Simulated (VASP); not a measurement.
# V (Im-3m) in VASP: further runs

The runs below take V through single point, relaxation of cell and atoms, with PBE.

Program: VASP 6.6.1. These are calculated values, not measurements. Logs are shortened: lines on timing, memory, paths and dates and some standing lists are left out, and cuts for length are marked.

## (1) The cell of the first run

Symmetry: Im-3m, No. 229, cubic system. The conventional cell has a = 2.990 Å, b = 2.990 Å, c = 2.990 Å, α = 90.00°, β = 90.00°, γ = 90.00°. Within 3.4 Å of V (site symmetry m-3m) lie 14 V at 2.59 to 2.99 Å.

## (2) Single point, PBE

Input file INCAR:

```
  PREC = Accurate
  ENCUT = 500
  EDIFF = 1E-6
  ISMEAR = 0
  SIGMA = 0.1
  LREAL = F
  LASPH = T
  NELM = 120
  ALGO = Normal
  ISIF = 2
  LWAVE = F
  LCHARG = T
  GGA = PE
  LELF = T
  LVHAR = T
  NBANDS = 12
  GGA_COMPAT = F
```

Input file KPOINTS:

```
Automatic mesh
0
Gamma
  8 8 8
```

Input file POSCAR:

```
V
1.0
   -1.4949989669      1.4949989669      1.4949989669
    1.4949989669     -1.4949989669      1.4949989669
    1.4949989669      1.4949989669     -1.4949989669
V
1
Direct
    0.0000000000      0.0000000000      0.0000000000
```

Potentials or basis: VASP PAW PBE potentials, release 64 (V_sv).

Launch:

```bash
cat potpaw_PBE.64/V_sv/POTCAR > POTCAR
mpirun -np 1 vasp_std > vasp.out
```

OUTCAR:

```text
PREC = Accurate
   ENCUT = 500
   EDIFF = 1E-6
   ISMEAR = 0
   LREAL = F
   LASPH = T
   NELM = 120
   ISIF = 2
   GGA = PE

 ion  position               nearest neighbor table
   1  0.000  0.000  0.000-

  LATTYP: Found a body centered cubic cell.
 ALAT       =     2.9899979338

  Lattice vectors:

 A1 = (  -1.4949989669,   1.4949989669,   1.4949989669)
 A2 = (   1.4949989669,  -1.4949989669,   1.4949989669)
 A3 = (   1.4949989669,   1.4949989669,  -1.4949989669)

Analysis of symmetry for initial positions (statically):
=====================================================================
 Subroutine PRICEL returns:
 Original cell was already a primitive cell.

 Routine SETGRP: Setting up the symmetry group for a
 body centered cubic supercell.

 Subroutine GETGRP returns: Found 48 space group operations
 (whereof 48 operations were pure point group operations)
 out of a pool of 48 trial point group operations.

The static configuration has the point symmetry O_h .

Analysis of symmetry for dynamics (positions and initial velocities):
=====================================================================
 Subroutine PRICEL returns:
 Original cell was already a primitive cell.

 Routine SETGRP: Setting up the symmetry group for a
 body centered cubic supercell.

 Subroutine GETGRP returns: Found 48 space group operations
 (whereof 48 operations were pure point group operations)
 out of a pool of 48 trial point group operations.

The dynamic configuration has the point symmetry O_h .

 Subroutine INISYM returns: Found 48 space group operations
 (whereof 48 operations are pure point group operations),
 and found     1 'primitive' translations

----------------------------------------------------------------------------------------

                                     Primitive cell

  volume of cell :      13.3654

  direct lattice vectors                    reciprocal lattice vectors
    -1.494998967  1.494998967  1.494998967     0.000000000  0.334448392  0.334448392
     1.494998967 -1.494998967  1.494998967     0.334448392  0.000000000  0.334448392
     1.494998967  1.494998967 -1.494998967     0.334448392  0.334448392  0.000000000

  length of vectors
     2.589414168  2.589414168  2.589414168     0.472981451  0.472981451  0.472981451

  position of ions in fractional coordinates (direct lattice)
     0.000000000  0.000000000  0.000000000

  ion indices of the primitive-cell ions
   primitive index   ion index
                 1           1

----------------------------------------------------------------------------------------

 KPOINTS: Automatic mesh

Automatic generation of k-mesh.
 Grid dimensions read from file:
 generate k-points for:    8    8    8

 Generating k-lattice:

  Cartesian coordinates                     Fractional coordinates (reciprocal lattice)
     0.000000000  0.041806049  0.041806049     0.125000000  0.000000000  0.000000000
     0.041806049  0.000000000  0.041806049     0.000000000  0.125000000  0.000000000
     0.041806049  0.041806049  0.000000000     0.000000000  0.000000000  0.125000000

  Length of vectors
     0.059122681  0.059122681  0.059122681

  Shift w.r.t. Gamma in fractional coordinates (k-lattice)
     0.000000000  0.000000000  0.000000000

 Subroutine IBZKPT returns following result:
 ===========================================

 Found     29 irreducible k-points:

 Following reciprocal coordinates:
            Coordinates               Weight
  0.000000  0.000000  0.000000      1.000000
  0.125000  0.000000  0.000000     12.000000
  0.250000  0.000000  0.000000     12.000000
  0.375000  0.000000  0.000000     12.000000
  0.500000  0.000000  0.000000      6.000000
  0.125000  0.125000  0.000000     24.000000
[... 16 lines left out ...]
 -0.250000  0.250000  0.250000      6.000000
 -0.375000  0.375000  0.250000     24.000000
 [... further k-points ...]
   k-points           NKPTS =     29   k-points in BZ     NKDIM =     29   number of bands    NBANDS=     12
   number of dos      NEDOS =    301   number of ions     NIONS =      1
   total plane-waves  NPLWV =   8000
   dimension x,y,z NGX =    20 NGY =   20 NGZ =   20
   dimension x,y,z NGXF=    40 NGYF=   40 NGZF=   40
   ions per type =               1
   NGX,Y,Z   is equivalent  to a cutoff of  12.84, 12.84, 12.84 a.u.
   NGXF,Y,Z  is equivalent  to a cutoff of  25.68, 25.68, 25.68 a.u.
 SYSTEM =  unknown system
   PREC   = accura    normal or accurate (medium, high low for compatibility)
   ISTART =      0    job   : 0-new  1-cont  2-samecut
   ICHARG =      2    charge: 1-file 2-atom 10-const
   ISPIN  =      1    spin polarized calculation?
   LNONCOLLINEAR =      F non collinear calculations
   LSORBIT =      F    spin-orbit coupling
   LASPH  =      T    aspherical Exc in radial PAW
   ENCUT  =  500.0 eV  36.75 Ry    6.06 a.u.   4.72  4.72  4.72*2*pi/ulx,y,z
   NELM   =    120;   NELMIN=  2; NELMDL= -5     # of ELM steps
   EDIFF  = 0.1E-05   stopping-criterion for ELM
   LREAL  =      F    real-space projection
   EDIFFG = 0.1E-04   stopping-criterion for IOM
   NSW    =      0    number of steps for IOM
   IBRION =     -1    ionic relax: 0-MD 1-quasi-New 2-CG
   NFREE  =      0    steps in history (QN), initial steepest desc. (CG)
   ISIF   =      2    stress and relaxation
   ISYM   =      2    0-nonsym 1-usesym 2-fastsym
   POTIM  = 0.5000    time-step for ionic-motion
   TEBEG  =    0.0;   TEEND  =   0.0 temperature during run
   PSTRESS=    0.0 pullay stress
   NELECT =      13.0000    total number of electrons
   NUPDOWN=      -1.0000    fix difference up-down
   EMIN   =  10.00;   EMAX   =-10.00  energy-range for DOS
   EFERMI =   0.00;   METHOD = LEGACY
   ISMEAR =     0;   SIGMA  =   0.10  broadening in eV -4-tet -1-fermi 0-gaus
   EFERMI_NEDOS =   21; number of points for ismear=-14 and -15
   IALGO  =     38    algorithm
   IMIX   =      4    mixing-type and parameters
     AMIX     =   0.40;   BMIX     =  1.00
     AMIX_MAG =   1.60;   BMIX_MAG =  1.00
  volume/ion in A,a.u.               =      13.37        90.19
  Fermi-wavevector in a.u.,A,eV,Ry     =   1.622041  3.065212 35.797143  2.631016
  Thomas-Fermi vector in A             =   2.715719
   LORBIT       =      0    0 simple, 1 ext, 2 COOP (PROOUT), +10 PAW based schemes
   GGA     = PE    functional components
   LHFCALC =     F    Hartree Fock is set to
   AEXX    =    0.0000 exact exchange contribution
   IVDW    =     0    specifies the selected vdW correction
   LEPSILON=     F    determine dielectric tensor
   LRPA    =     F    only Hartree local field effects (RPA)
 non-spin polarized calculation
 Gauss-broadening in eV      SIGMA  =   0.10
  energy-cutoff  :      500.00
  volume of cell :       13.37
 maximum number of plane-waves:       370
   NGX =  9   NGY =  9   NGZ =  9

 number of electron      12.9999990 magnetization

 Free energy of the ion-electron system (eV)
  ---------------------------------------------------
  ext. energy  EPLUGINS =         0.00000000
  ---------------------------------------------------
  free energy    TOTEN  =        -9.00954828 eV

  energy without entropy =       -9.00000652  energy(sigma->0) =       -9.00477740

 E-fermi :   9.8290     XC(G=0): -12.9405

 val. band max:        9.8081670095   @ k =   0.2500   0.0000   0.0000
 cond. band min:       9.8417835832   @ k =  -0.2500   0.2500   0.1250
 fundamental gap:      0.0336165737
 Fermi energy:         9.8290220087

 k-point     1 :       0.0000    0.0000    0.0000
  band No.  band energies     occupation
      1     -53.8584      2.00000
      2     -27.1487      2.00000
      3     -27.1487      2.00000
      4     -27.1487      2.00000
      5       3.2023      2.00000
      6      10.2502      0.00000
      7      10.2502      0.00000
      8      10.2502      0.00000
      9      12.2825      0.00000
     10      12.2825      0.00000
     11      30.3500      0.00000
     12      30.3500      0.00000

 k-point     2 :       0.1250    0.0000    0.0000
  band No.  band energies     occupation
      1     -53.8290      2.00000
      2     -27.2896      2.00000
      3     -27.1917      2.00000
      4     -27.1499      2.00000
      5       3.8221      2.00000
      6       9.9918      0.02132
      7      10.1643      0.00000
      8      10.6966      0.00000
      9      12.0346      0.00000
     10      12.3032      0.00000
     11      29.2438      0.00000
     12      30.1141      0.00000

 k-point     3 :       0.2500    0.0000    0.0000
  band No.  band energies     occupation
      1     -53.7571      2.00000
      2     -27.6212      2.00000
      3     -27.2944      2.00000
      4     -27.1525      2.00000
      5       5.3610      2.00000
      6       9.4148      2.00000
      7       9.8082      1.23196
      8      11.8863      0.00000
      9      11.9529      0.00000
     10      12.3968      0.00000
     11      26.0356      0.00000
     12      28.4518      0.00000
[... 286 lines left out ...]
 k-point    23 :      -0.2500    0.2500    0.2500
  band No.  band energies     occupation
      1     -53.6713      2.00000
      2     -27.6400      2.00000
      3     -27.4540      2.00000
      4     -27.4540      2.00000
      5       6.9020      2.00000
      6       9.2531      2.00000
      7      10.6881      0.00000
      8      10.6881      0.00000
      9      11.8201      0.00000
     10      13.4894      0.00000
     11      27.2018      0.00000
     12      27.5766      0.00000

 k-point    24 :      -0.3750    0.3750    0.2500
  band No.  band energies     occupation
      1     -53.6099      2.00000
      2     -27.8297      2.00000
      3     -27.5645      2.00000
      4     -27.4822      2.00000
      5       7.5842      2.00000
      6       8.3280      2.00000
      7      10.7016      0.00000
      8      11.3002      0.00000
      9      13.0286      0.00000
     10      14.8830      0.00000
     11      23.0692      0.00000
     12      25.3367      0.00000

 [... further k-points ...]

------------------------ aborting loop because EDIFF is reached ----------------------------------------

  FORCE on cell =-STRESS in cart. coord.  units (eV):
  Direction    XX          YY          ZZ          XY          YZ          ZX
  --------------------------------------------------------------------------------------
  -------------------------------------------------------------------------------------
  Total        0.0086620      0.0086620      0.0086620     -0.0000000      0.0000000     -0.0000000
  in kB        1.0383518      1.0383518      1.0383518     -0.0000000      0.0000000     -0.0000000
  external PRESSURE =       1.0383518 kB  Pullay stress =       0.0000000 kB

 VOLUME and BASIS-vectors are now :
 -----------------------------------------------------------------------------
  energy-cutoff  :      500.00
  volume of cell :       13.37
      direct lattice vectors                 reciprocal lattice vectors
    -1.494998967  1.494998967  1.494998967     0.000000000  0.334448392  0.334448392
     1.494998967 -1.494998967  1.494998967     0.334448392  0.000000000  0.334448392
     1.494998967  1.494998967 -1.494998967     0.334448392  0.334448392  0.000000000

 POSITION                                       TOTAL-FORCE (eV/Angst)
 -----------------------------------------------------------------------------------
      0.00000      0.00000      0.00000         0.000000     -0.000000     -0.000000
 -----------------------------------------------------------------------------------
    total drift:                                0.000000     -0.000000      0.000000

  FREE ENERGIE OF THE ION-ELECTRON SYSTEM (eV)
  ---------------------------------------------------
  free  energy   TOTEN  =        -9.0095482769 eV

  energy  without entropy=       -9.0000065232  energy(sigma->0) =       -9.00477740
```

It took 4.4 s on 1 thread of Intel Xeon 6975P-C, shared host; peak memory 0.12 GiB.

Results:

```
Free energy : -9.0095 eV
Pressure    : 0.1 GPa
```

Caveat: the k points lie up to 0.37 Å⁻¹ apart.

## (3) Relaxation of cell and atoms, PBE

This run uses another cell than the first one, of 14.69 Å³/atom, 1.099 times its volume.

Input file INCAR:

```
SYSTEM = V
PREC = Accurate ; ENCUT = 500
EDIFF = 1E-7 ; ISMEAR = 0
SIGMA = 0.1 ; LREAL = .FALSE.
LASPH = .TRUE. ; NELM = 120
ALGO = Normal ; ISIF = 3
LWAVE = .FALSE. ; LCHARG = .FALSE.
GGA = PE ; IBRION = 2
NSW = 80 ; EDIFFG = -0.05
GGA_COMPAT = .FALSE. ; NELMIN = 4
```

Input file KPOINTS:

```
regular mesh
0
G
  8 8 8
  0 0 0
```

Input file POSCAR:

```
V
1.0
   -1.5427435292      1.5427435292      1.5427435292
    1.5427435292     -1.5427435292      1.5427435292
    1.5427435292      1.5427435292     -1.5427435292
V
1
Direct
    0.0000000000      0.0000000000      0.0000000000
```

Potentials or basis: VASP PAW PBE potentials, release 64 (V_sv).

Launch:

```bash
cat potpaw_PBE.64/V_sv/POTCAR > POTCAR
mpirun -np 1 vasp_std > vasp.out
```

Run time: 9.5 s. Hardware: 1 thread of Intel Xeon 6975P-C, shared host; peak memory 0.13 GiB.

The run converged. Its results:

```yaml
Free_energy: -9.0103 eV
Relaxed_volume: 13.41 Å³/atom
Relaxed_cell: a = 2.592 Å, b = 2.592 Å, c = 2.592 Å, α = 109.47°, β = 109.47°, γ = 109.47°
Space_group_after_relaxing_to_0.05_Å: Im-3m (No. 229)
Energy_gained_by_relaxing: 61.9 meV/atom
Ionic_steps: 3
Pressure_after_relaxing: -0.3 GPa
```

The path:
| step | energy change (eV) | largest force (eV/Å) | pressure (GPa) | volume (Å³) |
| --- | --- | --- | --- | --- |
| 1 | 0.0000 | 0.0000 | -14.12 | 14.69 |
| 2 | 0.0213 | 0.0000 | 22.75 | 12.10 |
| 3 | -0.0619 | 0.0000 | -0.35 | 13.41 |

Final structure:
```
CELL_PARAMETERS angstrom
-1.49663 1.49663 1.49663
1.49663 -1.49663 1.49663
1.49663 1.49663 -1.49663
ATOMIC_POSITIONS crystal
V 0.00000 0.00000 0.00000
```

Levels at points of the mesh, in eV from the Fermi level:
```
           k point  band 3  band 4  band 5  band 6  band 7  band 8  band 9  band 10
(0.00, 0.00, 0.00)  -36.99  -36.99   -6.62    0.42    0.42    0.42    2.44     2.44
(0.50, 0.00, 0.00)  -37.27  -36.99   -3.20   -1.13    1.63    2.45    2.81     4.15
(0.50, 0.50, 0.50)  -37.61  -37.61   -3.02   -3.02    3.76    3.76    3.76    10.23
```

(Part 1 of 2 ends here.)
